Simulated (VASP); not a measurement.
# Au in VASP: a series of runs

Runs on Au. Level: PBE. Tasks: relaxation of cell and atoms, single point.

Everything below comes from runs of VASP 6.6.1. Logs are shortened: lines on timing, memory, paths and dates and some standing lists are left out, and cuts for length are marked.

### Step 1. The cell of the first run

It takes space group Im-3m (No. 229, cubic). Conventional cell: a = 3.312 Å, b = 3.312 Å, c = 3.312 Å, α = 90.00°, β = 90.00°, γ = 90.00°. Within 3.8 Å of Au (site symmetry m-3m) lie 14 Au at 2.87 to 3.31 Å.

This isn't the form of Au at room conditions, which is fcc.

### Step 2. Relaxation of cell and atoms, PBE, target pressure -1 GPa, at which the enthalpy is minimised

INCAR reads:

```
PREC = Accurate ; ENCUT = 600
EDIFF = 1E-7 ; ISMEAR = 0
SIGMA = 0.1 ; LREAL = F
LASPH = T ; NELM = 60
ALGO = Normal ; ISIF = 3
LWAVE = F ; LCHARG = F
GGA = PE ; IBRION = 2
NSW = 70 ; EDIFFG = -0.008
PSTRESS = -10.0
```

KPOINTS reads:

```
regular mesh
0
Gamma
  18 18 18
```

POSCAR reads:

```
Au
1.0
   -1.6560702655      1.6560702655      1.6560702655
    1.6560702655     -1.6560702655      1.6560702655
    1.6560702655      1.6560702655     -1.6560702655
Au
1
Direct
    0.0000000000      0.0000000000      0.0000000000
```

Potentials or basis: VASP PAW PBE potentials, release 64 (Au).

The run is started by

```
$ cat potpaw_PBE.64/Au/POTCAR > POTCAR
$ mpirun -np 1 vasp_std > vasp.out
```

OUTCAR:

```text
PREC = Accurate
   ENCUT = 600
   EDIFF = 1E-7
   ISMEAR = 0
   LREAL = F
   LASPH = T
   NELM = 60
   ISIF = 3
   GGA = PE
   IBRION = 2
   NSW = 70
   EDIFFG = -0.008
   PSTRESS = -10.0

 ion  position               nearest neighbor table
   1  0.000  0.000  0.000-

  LATTYP: Found a body centered cubic cell.
 ALAT       =     3.3121405310

  Lattice vectors:

 A1 = (  -1.6560702655,   1.6560702655,   1.6560702655)
 A2 = (   1.6560702655,  -1.6560702655,   1.6560702655)
 A3 = (   1.6560702655,   1.6560702655,  -1.6560702655)

Analysis of symmetry for initial positions (statically):
=====================================================================
 Subroutine PRICEL returns:
 Original cell was already a primitive cell.

 Routine SETGRP: Setting up the symmetry group for a
 body centered cubic supercell.

 Subroutine GETGRP returns: Found 48 space group operations
 (whereof 48 operations were pure point group operations)
 out of a pool of 48 trial point group operations.

The static configuration has the point symmetry O_h .

Analysis of symmetry for dynamics (positions and initial velocities):
=====================================================================
 Subroutine PRICEL returns:
 Original cell was already a primitive cell.

 Routine SETGRP: Setting up the symmetry group for a
 body centered cubic supercell.

 Subroutine GETGRP returns: Found 48 space group operations
 (whereof 48 operations were pure point group operations)
 out of a pool of 48 trial point group operations.

The dynamic configuration has the point symmetry O_h .

 Subroutine INISYM returns: Found 48 space group operations
 (whereof 48 operations are pure point group operations),
 and found     1 'primitive' translations

----------------------------------------------------------------------------------------

                                     Primitive cell

  volume of cell :      18.1675

  direct lattice vectors                    reciprocal lattice vectors
    -1.656070265  1.656070265  1.656070265     0.000000000  0.301919556  0.301919556
     1.656070265 -1.656070265  1.656070265     0.301919556  0.000000000  0.301919556
     1.656070265  1.656070265 -1.656070265     0.301919556  0.301919556  0.000000000

  length of vectors
     2.868397841  2.868397841  2.868397841     0.426978731  0.426978731  0.426978731

  position of ions in fractional coordinates (direct lattice)
     0.000000000  0.000000000  0.000000000

  ion indices of the primitive-cell ions
   primitive index   ion index
                 1           1

----------------------------------------------------------------------------------------

 KPOINTS: regular mesh

Automatic generation of k-mesh.
 Grid dimensions read from file:
 generate k-points for:   18   18   18

 Generating k-lattice:

  Cartesian coordinates                     Fractional coordinates (reciprocal lattice)
     0.000000000  0.016773309  0.016773309     0.055555556  0.000000000  0.000000000
     0.016773309  0.000000000  0.016773309     0.000000000  0.055555556  0.000000000
     0.016773309  0.016773309  0.000000000     0.000000000  0.000000000  0.055555556

  Length of vectors
     0.023721041  0.023721041  0.023721041

  Shift w.r.t. Gamma in fractional coordinates (k-lattice)
     0.000000000  0.000000000  0.000000000

 Subroutine IBZKPT returns following result:
 ===========================================

 Found    195 irreducible k-points:

 Following reciprocal coordinates:
            Coordinates               Weight
  0.000000  0.000000  0.000000      1.000000
  0.055556  0.000000  0.000000     12.000000
  0.111111  0.000000  0.000000     12.000000
  0.166667  0.000000  0.000000     12.000000
  0.222222  0.000000  0.000000     12.000000
  0.277778  0.000000  0.000000     12.000000
[... 16 lines left out ...]
  0.333333  0.111111 -0.000000     48.000000
  0.388889  0.111111  0.000000     48.000000
 [... further k-points ...]
   k-points           NKPTS =    195   k-points in BZ     NKDIM =    195   number of bands    NBANDS=      9
   number of dos      NEDOS =    301   number of ions     NIONS =      1
   total plane-waves  NPLWV =  13824
   dimension x,y,z NGX =    24 NGY =   24 NGZ =   24
   dimension x,y,z NGXF=    48 NGYF=   48 NGZF=   48
   ions per type =               1
   NGX,Y,Z   is equivalent  to a cutoff of  13.91, 13.91, 13.91 a.u.
   NGXF,Y,Z  is equivalent  to a cutoff of  27.82, 27.82, 27.82 a.u.
 SYSTEM =  unknown system
   PREC   = accura    normal or accurate (medium, high low for compatibility)
   ISTART =      0    job   : 0-new  1-cont  2-samecut
   ICHARG =      2    charge: 1-file 2-atom 10-const
   ISPIN  =      1    spin polarized calculation?
   LNONCOLLINEAR =      F non collinear calculations
   LSORBIT =      F    spin-orbit coupling
   LASPH  =      T    aspherical Exc in radial PAW
   ENCUT  =  600.0 eV  44.10 Ry    6.64 a.u.   5.73  5.73  5.73*2*pi/ulx,y,z
   NELM   =     60;   NELMIN=  2; NELMDL= -5     # of ELM steps
   EDIFF  = 0.1E-06   stopping-criterion for ELM
   LREAL  =      F    real-space projection
   EDIFFG = -.8E-02   stopping-criterion for IOM
   NSW    =     70    number of steps for IOM
   IBRION =      2    ionic relax: 0-MD 1-quasi-New 2-CG
   NFREE  =      1    steps in history (QN), initial steepest desc. (CG)
   ISIF   =      3    stress and relaxation
   ISYM   =      2    0-nonsym 1-usesym 2-fastsym
   POTIM  = 0.5000    time-step for ionic-motion
   TEBEG  =    0.0;   TEEND  =   0.0 temperature during run
   PSTRESS=  -10.0 pullay stress
   NELECT =      11.0000    total number of electrons
   NUPDOWN=      -1.0000    fix difference up-down
   EMIN   =  10.00;   EMAX   =-10.00  energy-range for DOS
   EFERMI =   0.00;   METHOD = LEGACY
   ISMEAR =     0;   SIGMA  =   0.10  broadening in eV -4-tet -1-fermi 0-gaus
   EFERMI_NEDOS =   21; number of points for ismear=-14 and -15
   IALGO  =     38    algorithm
   IMIX   =      4    mixing-type and parameters
     AMIX     =   0.40;   BMIX     =  1.00
     AMIX_MAG =   1.60;   BMIX_MAG =  1.00
  volume/ion in A,a.u.               =      18.17       122.60
  Fermi-wavevector in a.u.,A,eV,Ry     =   1.384970  2.617213 26.097897  1.918141
  Thomas-Fermi vector in A             =   2.509424
   LORBIT       =      0    0 simple, 1 ext, 2 COOP (PROOUT), +10 PAW based schemes
   GGA     = PE    functional components
   LHFCALC =     F    Hartree Fock is set to
   AEXX    =    0.0000 exact exchange contribution
   IVDW    =     0    specifies the selected vdW correction
   LEPSILON=     F    determine dielectric tensor
   LRPA    =     F    only Hartree local field effects (RPA)
 conjugate gradient relaxation of ions
 non-spin polarized calculation
 Gauss-broadening in eV      SIGMA  =   0.10
  energy-cutoff  :      600.00
  volume of cell :       18.17
 maximum number of plane-waves:       623
   NGX = 11   NGY = 11   NGZ = 11

--------------------------------------- Ionic step        1  -------------------------------------------

 number of electron      10.9999998 magnetization

 Free energy of the ion-electron system (eV)
  ---------------------------------------------------
  ext. energy  EPLUGINS =         0.00000000
  ---------------------------------------------------
  free energy    TOTEN  =        -3.20039108 eV

  energy without entropy =       -3.19941914  energy(sigma->0) =       -3.19990511

------------------------ aborting loop because EDIFF is reached ----------------------------------------

  FORCE on cell =-STRESS in cart. coord.  units (eV):
  Direction    XX          YY          ZZ          XY          YZ          ZX
  --------------------------------------------------------------------------------------
  -------------------------------------------------------------------------------------
  Total       -0.1651740     -0.1651740     -0.1651740     -0.0000000     -0.0000000      0.0000000
  in kB      -14.5665297    -14.5665297    -14.5665297     -0.0000000     -0.0000000      0.0000000
  external PRESSURE =      -4.5665297 kB  Pullay stress =     -10.0000000 kB
[... 59 lines left out ...]
  enthalpy is  TOTEN    =        -3.3137583030 eV   P V=       -0.1125451883

--------------------------------------- Ionic step        3  -------------------------------------------

 number of electron      10.9999998 magnetization

 Free energy of the ion-electron system (eV)
  ---------------------------------------------------
  ext. energy  EPLUGINS =         0.00000000
  ---------------------------------------------------
  free energy    TOTEN  =        -3.20088667 eV

  energy without entropy =       -3.19996874  energy(sigma->0) =       -3.20042770

 E-fermi :   8.5647     XC(G=0): -12.3607

 val. band max:        8.5292957503   @ k =   0.5000   0.5000   0.0556
 cond. band min:       8.6389935374   @ k =  -0.3333   0.3333   0.3333
 fundamental gap:      0.1096977871
 Fermi energy:         8.5646718990

 k-point     1 :       0.0000    0.0000    0.0000
  band No.  band energies     occupation
      1      -0.7242      2.00000
      2       3.9445      2.00000
      3       3.9445      2.00000
      4       3.9445      2.00000
      5       5.6986      2.00000
      6       5.6986      2.00000
      7      25.0032      0.00000
      8      25.0032      0.00000
      9      25.0032      0.00000
[... 265 lines left out ...]
 k-point    24 :       0.3889    0.1111    0.0000
  band No.  band energies     occupation
      1       2.0353      2.00000
      2       3.0651      2.00000
      3       5.3113      2.00000
      4       5.5793      2.00000
      5       6.3025      2.00000
      6       8.6870      0.08366
      7      12.7197      0.00000
      8      20.0701      0.00000
      9      21.7773      0.00000

 [... further k-points ...]

------------------------ aborting loop because EDIFF is reached ----------------------------------------

  FORCE on cell =-STRESS in cart. coord.  units (eV):
  Direction    XX          YY          ZZ          XY          YZ          ZX
  --------------------------------------------------------------------------------------
  -------------------------------------------------------------------------------------
  Total       -0.1110253     -0.1110253     -0.1110253     -0.0000000     -0.0000000      0.0000000
  in kB       -9.8260855     -9.8260855     -9.8260855     -0.0000000     -0.0000000      0.0000000
  external PRESSURE =       0.1739145 kB  Pullay stress =     -10.0000000 kB
[... 16 lines left out ...]
  FREE ENERGIE OF THE ION-ELECTRON SYSTEM (eV)
  ---------------------------------------------------
  free  energy   TOTEN  =        -3.2008866696 eV

  energy  without entropy=       -3.1999687379  energy(sigma->0) =       -3.20042770

  enthalpy is  TOTEN    =        -3.3138770361 eV   P V=       -0.1129903665

 reached required accuracy - stopping structural energy minimisation
```

Run time: 78 s. Hardware: 1 thread of Intel Xeon 8259CL, shared host; peak memory 0.18 GiB.

Results:

| Property | Result |
| --- | --- |
| Free energy | -3.2009 eV |
| Relaxed volume | 18.10 Å³/atom |
| Relaxed cell | a = 2.865 Å, b = 2.865 Å, c = 2.865 Å, α = 109.47°, β = 109.47°, γ = 109.47° |
| Space group after relaxing (to 0.1 Å) | Im-3m (No. 229) |
| Energy change on relaxing (the run minimises the enthalpy) | -0.5 meV/atom |
| Ionic steps | 3 |
| Pressure after relaxing | -1.0 GPa |
| Band gap on the k mesh | zero (an odd number of electrons rules out a gap without spin polarisation) |

The path:
```tsv
step	energy change (eV)	largest force (eV/Å)	pressure (GPa)	volume (Å³)
1	0.0000	0.0000	-1.46	18.17
2	-0.0008	0.0000	-0.46	18.03
3	-0.0005	0.0000	-0.98	18.10
```

Final structure:
```
CELL_PARAMETERS angstrom
-1.65411 1.65411 1.65411
1.65411 -1.65411 1.65411
1.65411 1.65411 -1.65411
ATOMIC_POSITIONS crystal
Au 0.00000 0.00000 0.00000
```

Caveat: the cell is relaxed towards a set pressure, so the run minimises the enthalpy, not the energy; spin-orbit coupling is left out, which moves the levels of the heavy elements.

(Continued in part 2 of 2.)

The gap in the log of VASP goes by the Fermi energy; the results here count the filled bands.